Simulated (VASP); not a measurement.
# Sn4O7 (a cell with a defect) in VASP: a series of runs

Sn4O7 (a cell with a defect) is run at these levels: PBE+D3(BJ); tasks: single point.

Everything below comes from runs of VASP 6.6.1. Logs are shortened: lines on timing, memory, paths and dates and some standing lists are left out, and cuts for length are marked.

## 1. The cell of the first run

The cell holds a defect, 11 atoms: a = 5.692 Å, b = 5.692 Å, c = 5.692 Å, α = 69.32°, β = 69.32°, γ = 69.32°.

## 2. Single point, PBE+D3(BJ)

INCAR

```
PREC = Accurate
ENCUT = 520
EDIFF = 1E-6
ISMEAR = 0
SIGMA = 0.05
LREAL = F
LASPH = T
NELM = 80
ALGO = Normal
ISIF = 2
LWAVE = F
LCHARG = F
GGA = PE
IVDW = 12
NBANDS = 60
NELECT = 96.0
KPAR = 4
```

KPOINTS

```
regular mesh
0
Gamma
  6 6 6
```

POSCAR

```
Sn4O7
1.0
    3.2375465924      1.8691983966      4.2928880043
   -3.2375465924      1.8691983966      4.2928880043
    0.0000000000     -3.7383967932      4.2928880043
Sn O
4 7
Direct
    0.8647861010      0.8647861010      0.8647861010
    0.3647882246      0.3647882246      0.8647861258
    0.3647882246      0.8647861258      0.3647882246
    0.8647861258      0.3647882246      0.3647882246
    0.6211712003      0.1211725069      0.6211712003
    0.6211712003      0.6211712003      0.1211725069
    0.6084038764      0.6084038764      0.6084038764
    0.1211729409      0.1211729409      0.1211729409
    0.0793437618     -0.1122756549      0.5793451784
    0.1084008301      0.6084039388      0.1084008301
    0.6084039388      0.1084008301      0.1084008301
```

Potentials or basis: VASP PAW PBE potentials, release 64 (Sn_d, O).

Launch:

```sh
$ cat potpaw_PBE.64/Sn_d/POTCAR potpaw_PBE.64/O/POTCAR > POTCAR
$ mpirun -np 4 vasp_std > vasp.out
```

OUTCAR:

```text
PREC = Accurate
   ENCUT = 520
   EDIFF = 1E-6
   ISMEAR = 0
   LREAL = F
   LASPH = T
   NELM = 80
   ISIF = 2
   GGA = PE
   IVDW = 12
   NELECT = 96.0
 IVDW          = 12

 ion  position               nearest neighbor table
   1  0.865  0.865  0.865-   9 1.65  10 2.12  11 2.12   6 2.12   5 2.12   4 3.24   3 3.24   4 3.24
                             3 3.24   2 3.24   2 3.24
   2  0.365  0.365  0.865-   5 2.12   7 2.12   8 2.12  10 2.12  11 2.12   4 3.24   3 3.24   1 3.24
                             1 3.24   4 3.24   3 3.24
   3  0.365  0.865  0.365-   9 1.65   6 2.12   7 2.12   8 2.12  11 2.12   2 3.24   4 3.24   1 3.24
                             1 3.24   2 3.24   4 3.24
   4  0.865  0.365  0.365-   5 2.12   6 2.12   7 2.12   8 2.12  10 2.12   9 2.59   2 3.24   3 3.24
                             1 3.24   1 3.24   2 3.24   3 3.24
   5  0.621  0.121  0.621-   4 2.12   2 2.12   1 2.12
   6  0.621  0.621  0.121-   3 2.12   4 2.12   1 2.12
   7  0.608  0.608  0.608-   2 2.12   3 2.12   4 2.12
   8  0.121  0.121  0.121-   2 2.12   3 2.12   4 2.12
   9  0.079  0.888  0.579-   1 1.65   3 1.65   4 2.59
  10  0.108  0.608  0.108-   1 2.12   4 2.12   2 2.12
  11  0.608  0.108  0.108-   1 2.12   3 2.12   2 2.12

  LATTYP: Found a trigonal (rhomboedric) cell.
 ALAT       =     5.6924948837
 COS(alpha) =     0.3530708029

  Lattice vectors:

 A1 = (   3.2375465924,   1.8691983966,   4.2928880043)
 A2 = (  -3.2375465924,   1.8691983966,   4.2928880043)
 A3 = (   0.0000000000,  -3.7383967932,   4.2928880043)

Analysis of symmetry for initial positions (statically):
=====================================================================
 Subroutine PRICEL returns:
 Original cell was already a primitive cell.

 Routine SETGRP: Setting up the symmetry group for a
 trigonal (rhombohedral) supercell.

 Subroutine GETGRP returns: Found  2 space group operations
 (whereof  1 operations were pure point group operations)
 out of a pool of 12 trial point group operations.

The static configuration has the point symmetry C_1 .
 The point group associated with its full space group is C_1h.

Analysis of symmetry for dynamics (positions and initial velocities):
=====================================================================
 Subroutine PRICEL returns:
 Original cell was already a primitive cell.

 Routine SETGRP: Setting up the symmetry group for a
 trigonal (rhombohedral) supercell.

 Subroutine GETGRP returns: Found  2 space group operations
 (whereof  1 operations were pure point group operations)
 out of a pool of 12 trial point group operations.

The dynamic configuration has the point symmetry C_1 .
 The point group associated with its full space group is C_1h.

 Subroutine INISYM returns: Found  2 space group operations
 (whereof  1 operations are pure point group operations),
 and found     1 'primitive' translations

----------------------------------------------------------------------------------------

                                     Primitive cell

  volume of cell :     155.8735

  direct lattice vectors                    reciprocal lattice vectors
     3.237546592  1.869198397  4.292888004     0.154437932  0.089164782  0.077647806
    -3.237546592  1.869198397  4.292888004    -0.154437932  0.089164782  0.077647806
     0.000000000 -3.738396793  4.292888004     0.000000000 -0.178329563  0.077647806

  length of vectors
     5.692494884  5.692494884  5.692494884     0.194500938  0.194500938  0.194500938

  position of ions in fractional coordinates (direct lattice)
     0.864786101  0.864786101  0.864786101
     0.364788225  0.364788225  0.864786126
     0.364788225  0.864786126  0.364788225
     0.864786126  0.364788225  0.364788225
     0.621171200  0.121172507  0.621171200
     0.621171200  0.621171200  0.121172507
     0.608403876  0.608403876  0.608403876
     0.121172941  0.121172941  0.121172941
     0.079343762  0.887724345  0.579345178
     0.108400830  0.608403939  0.108400830
     0.608403939  0.108400830  0.108400830

  ion indices of the primitive-cell ions
   primitive index   ion index
                 1           1
                 2           2
                 3           3
                 4           4
                 5           5
                 6           6
                 7           7
                 8           8
                 9           9
                10          10
                11          11

----------------------------------------------------------------------------------------

 KPOINTS: regular mesh

Automatic generation of k-mesh.
 Grid dimensions read from file:
 generate k-points for:    6    6    6

 Generating k-lattice:

  Cartesian coordinates                     Fractional coordinates (reciprocal lattice)
     0.025739655  0.014860797  0.012941301     0.166666667  0.000000000 -0.000000000
    -0.025739655  0.014860797  0.012941301     0.000000000  0.166666667 -0.000000000
     0.000000000 -0.029721594  0.012941301    -0.000000000 -0.000000000  0.166666667

  Length of vectors
     0.032416823  0.032416823  0.032416823

  Shift w.r.t. Gamma in fractional coordinates (k-lattice)
     0.000000000  0.000000000  0.000000000

 Subroutine IBZKPT returns following result:
 ===========================================

 Found     68 irreducible k-points:

 Following reciprocal coordinates:
            Coordinates               Weight
  0.000000  0.000000  0.000000      1.000000
  0.166667 -0.000000  0.000000      4.000000
 -0.000000  0.166667  0.000000      2.000000
  0.333333  0.000000  0.000000      4.000000
  0.000000  0.333333  0.000000      2.000000
  0.500000  0.000000  0.000000      2.000000
[... 16 lines left out ...]
  0.500000  0.333333  0.000000      4.000000
  0.500000  0.000000 -0.333333      4.000000
 [... further k-points ...]
   k-points           NKPTS =     68   k-points in BZ     NKDIM =     68   number of bands    NBANDS=     60
   number of dos      NEDOS =    301   number of ions     NIONS =     11
   total plane-waves  NPLWV =  74088
   dimension x,y,z NGX =    42 NGY =   42 NGZ =   42
   dimension x,y,z NGXF=    84 NGYF=   84 NGZF=   84
   ions per type =               4   7
   NGX,Y,Z   is equivalent  to a cutoff of  12.27, 12.27, 12.27 a.u.
   NGXF,Y,Z  is equivalent  to a cutoff of  24.53, 24.53, 24.53 a.u.
 SYSTEM =  unknown system
   PREC   = accura    normal or accurate (medium, high low for compatibility)
   ISTART =      0    job   : 0-new  1-cont  2-samecut
   ICHARG =      2    charge: 1-file 2-atom 10-const
   ISPIN  =      1    spin polarized calculation?
   LNONCOLLINEAR =      F non collinear calculations
   LSORBIT =      F    spin-orbit coupling
   LASPH  =      T    aspherical Exc in radial PAW
   ENCUT  =  520.0 eV  38.22 Ry    6.18 a.u.  10.58 10.58 10.58*2*pi/ulx,y,z
   NELM   =     80;   NELMIN=  2; NELMDL= -5     # of ELM steps
   EDIFF  = 0.1E-05   stopping-criterion for ELM
   LREAL  =      F    real-space projection
   EDIFFG = 0.1E-04   stopping-criterion for IOM
   NSW    =      0    number of steps for IOM
   IBRION =     -1    ionic relax: 0-MD 1-quasi-New 2-CG
   NFREE  =      0    steps in history (QN), initial steepest desc. (CG)
   ISIF   =      2    stress and relaxation
   ISYM   =      2    0-nonsym 1-usesym 2-fastsym
   POTIM  = 0.5000    time-step for ionic-motion
   TEBEG  =    0.0;   TEEND  =   0.0 temperature during run
   PSTRESS=    0.0 pullay stress
   NELECT =      96.0000    total number of electrons
   NUPDOWN=      -1.0000    fix difference up-down
   EMIN   =  10.00;   EMAX   =-10.00  energy-range for DOS
   EFERMI =   0.00;   METHOD = LEGACY
   ISMEAR =     0;   SIGMA  =   0.05  broadening in eV -4-tet -1-fermi 0-gaus
   EFERMI_NEDOS =   21; number of points for ismear=-14 and -15
   IALGO  =     38    algorithm
   IMIX   =      4    mixing-type and parameters
     AMIX     =   0.40;   BMIX     =  1.00
     AMIX_MAG =   1.60;   BMIX_MAG =  1.00
  volume/ion in A,a.u.               =      14.17        95.63
  Fermi-wavevector in a.u.,A,eV,Ry     =   1.392861  2.632126 26.396149  1.940062
  Thomas-Fermi vector in A             =   2.516563
   LORBIT       =      0    0 simple, 1 ext, 2 COOP (PROOUT), +10 PAW based schemes
   GGA     = PE    functional components
   LHFCALC =     F    Hartree Fock is set to
   AEXX    =    0.0000 exact exchange contribution
   IVDW    =    12    specifies the selected vdW correction
   LEPSILON=     F    determine dielectric tensor
   LRPA    =     F    only Hartree local field effects (RPA)
 non-spin polarized calculation
 Gauss-broadening in eV      SIGMA  =   0.05
  energy-cutoff  :      520.00
  volume of cell :      155.87
 maximum number of plane-waves:      4216
   NGX = 21   NGY = 21   NGZ = 21

 number of electron      96.0000016 magnetization

 Free energy of the ion-electron system (eV)
  ---------------------------------------------------
  ext. energy  EPLUGINS =         0.00000000
  ---------------------------------------------------
  free energy    TOTEN  =       -71.67367908 eV

  energy without entropy =      -71.67346438  energy(sigma->0) =      -71.67357173

 E-fermi :   4.9776     XC(G=0): -10.0623

 val. band max:        4.9273362991   @ k =   0.0000   0.0000   0.0000
 cond. band min:       5.0109588624   @ k =   0.0000   0.0000   0.0000
 fundamental gap:      0.0836225633
 Fermi energy:         4.9776429889

 k-point     1 :       0.0000    0.0000    0.0000
  band No.  band energies     occupation
      1     -18.7393      2.00000
      2     -16.2301      2.00000
      3     -16.0548      2.00000
      4     -15.9823      2.00000
      5     -15.8639      2.00000
      6     -15.5006      2.00000
[... 1501 lines left out ...]
     59      14.0330      0.00000
     60      14.5272      0.00000

 [... further k-points ...]

------------------------ aborting loop because EDIFF is reached ----------------------------------------

 Edisp (eV)   -2.20075

 E8    (eV) :    -0.8895

  FORCE on cell =-STRESS in cart. coord.  units (eV):
  Direction    XX          YY          ZZ          XY          YZ          ZX
  --------------------------------------------------------------------------------------
  -------------------------------------------------------------------------------------
  Total      -4.43556    11.86208   -26.06276    14.11417    -0.77471     1.34183
  in kB     -45.59183   121.92681  -267.89142   145.07540    -7.96299    13.79232
  external pressure =      -63.85 kB  Pullay stress =        0.00 kB

 VOLUME and BASIS-vectors are now :
 -----------------------------------------------------------------------------
  energy-cutoff  :      520.00
  volume of cell :      155.87
      direct lattice vectors                 reciprocal lattice vectors
     3.237546592  1.869198397  4.292888004     0.154437932  0.089164782  0.077647806
    -3.237546592  1.869198397  4.292888004    -0.154437932  0.089164782  0.077647806
     0.000000000 -3.738396793  4.292888004     0.000000000 -0.178329563  0.077647806

 POSITION                                       TOTAL-FORCE (eV/Angst)
 -----------------------------------------------------------------------------------
      0.00000      0.00000     11.13729        -6.709760    -14.928247      1.517425
      0.00000     -1.86919      6.84442         2.249675     -1.298850      1.932585
     -1.61877      0.93460      6.84442         9.573361     13.274946      1.517425
      1.61877      0.93460      6.84442        -1.652144      0.953866     -2.681206
      1.61877     -0.93460      5.85342        -1.134732      0.315386      0.032878
      0.00000      1.86919      5.85342         0.124786     -0.072045      0.026646
      0.00000      0.00000      7.83543        -0.196619     -0.605256     -0.101258
      0.00000      0.00000      1.56055        -0.840498      0.825014      0.032878
     -2.61717     -0.35818      6.63858        -1.723812      0.995243     -2.186790
     -1.61878      0.93461      3.54252         0.425858      0.472905     -0.101258
      1.61878      0.93461      3.54252        -0.116115      0.067039      0.010675
 -----------------------------------------------------------------------------------
    total drift:                                0.016680      0.031055     -0.000598

  FREE ENERGIE OF THE ION-ELECTRON SYSTEM (eV)
  ---------------------------------------------------
  free  energy   TOTEN  =       -73.8744273370 eV

  energy  without entropy=      -73.8742126378  energy(sigma->0) =      -73.87431999
```

Run time: 5.2 min. Hardware: 4 MPI ranks of Intel Xeon Platinum 8488C (Sapphire Rapids), shared host; peak memory 0.56 GiB.

Results:

```yaml
Free_energy: -73.8744 eV
Largest_force: 16.437 eV/Å
Dispersion_energy_per_atom: -0.200 eV
```

Forces in eV/Å, atoms in the order of the input:
```
Sn   -6.710 -14.928   1.517
Sn    2.250  -1.299   1.933
Sn    9.573  13.275   1.517
Sn   -1.652   0.954  -2.681
O    -1.135   0.315   0.033
O     0.125  -0.072   0.027
O    -0.197  -0.605  -0.101
O    -0.840   0.825   0.033
O    -1.724   0.995  -2.187
O     0.426   0.473  -0.101
O    -0.116   0.067   0.011
```

Caveat: the cell carries a net charge on a neutralising background, which shifts energy and pressure; the cell differs from its parent crystal (atoms taken out, atom 9 moved 0.500 of the way to it and -0.300 Å across, host rigid); the cell is charged against a uniform background, so pressure and absolute levels hang on convention; spin-orbit coupling is left out, which moves the levels of the heavy elements.

## 3. Single point, PBE+D3(BJ)

INCAR

```
SYSTEM = Sn4O7
  ALGO = Fast
  EDIFF = 1E-6
  ENCUT = 520
  GGA = PE
  ISIF = 2
  ISMEAR = 0
  IVDW = 12
  LASPH = .TRUE.
  LCHARG = .FALSE.
  LREAL = .FALSE.
  LWAVE = .FALSE.
  NBANDS = 60
  NELECT = 96.0
  NELM = 60
  PREC = Accurate
  SIGMA = 0.05
```

KPOINTS

```
k-points
0
G
  6 6 6
  0 0 0
```

POSCAR: that of step 2 with these lines changed.

```diff
@@ -16,3 +16,3 @@
     0.1211729409      0.1211729409      0.1211729409
-    0.0793437618     -0.1122756549      0.5793451784
+    0.0042011485      0.0959946405      0.5042050677
     0.1084008301      0.6084039388      0.1084008301
```

Potentials or basis: VASP PAW PBE potentials, release 64 (Sn_d, O).

Launch:

```sh
$ cat potpaw_PBE.64/Sn_d/POTCAR potpaw_PBE.64/O/POTCAR > POTCAR
$ mpirun -np 1 vasp_std > vasp.out
```

Run time: 15 min. Hardware: 1 thread of Oxide Virtual Turin-like, shared host; peak memory 0.53 GiB.

Results (log left out):

| Property | Result |
| --- | --- |
| Free energy | -69.8660 eV |
| Largest force | 29.939 eV/Å |
| Dispersion energy per atom | -0.200 eV |

Forces on the atoms (eV/Å):
```
Sn   -2.502  -2.786   0.581
Sn    2.507  -1.447   0.732
Sn    1.162   3.560   0.581
Sn  -22.632  13.067  -2.705
O    -3.276  -2.510  -2.218
O     0.251  -0.145  -0.237
O    -1.296  -0.531  -0.065
O     0.535   4.092  -2.218
O    25.458 -14.698   5.672
O    -0.189   1.388  -0.065
O    -0.019   0.011  -0.059
```

Levels at points of the mesh, in eV from the Fermi level:
```tsv
k point	band 45	band 46	band 47	band 48	band 49	band 50	band 51	band 52
(0.00, 0.00, 0.00)	-0.92	-0.73	-0.67	-0.07	0.03	2.97	3.09	3.75
(0.50, 0.00, 0.00)	-0.75	-0.69	-0.45	-0.18	0.75	1.85	3.10	4.66
(0.00, 0.50, 0.00)	-0.80	-0.69	-0.21	0.02	0.37	2.27	3.07	4.54
(0.50, 0.50, 0.00)	-1.01	-0.77	-0.71	-0.23	0.92	2.13	3.08	4.96
(0.50, 0.00, 0.50)	-1.01	-0.79	-0.47	-0.11	1.11	2.32	2.82	4.21
(0.50, 0.50, 0.50)	-1.39	-1.36	-1.04	-0.19	0.38	2.93	3.23	4.01
```

Caveat: the cell carries a net charge on a neutralising background, which shifts energy and pressure; the cell differs from its parent crystal (atoms taken out, atom 9 moved 0.167 of the way to it and -0.900 Å across, host rigid); the cell is charged against a uniform background, so pressure and absolute levels hang on convention; spin-orbit coupling is left out, which moves the levels of the heavy elements.

(Part 1 of 2 ends here.)
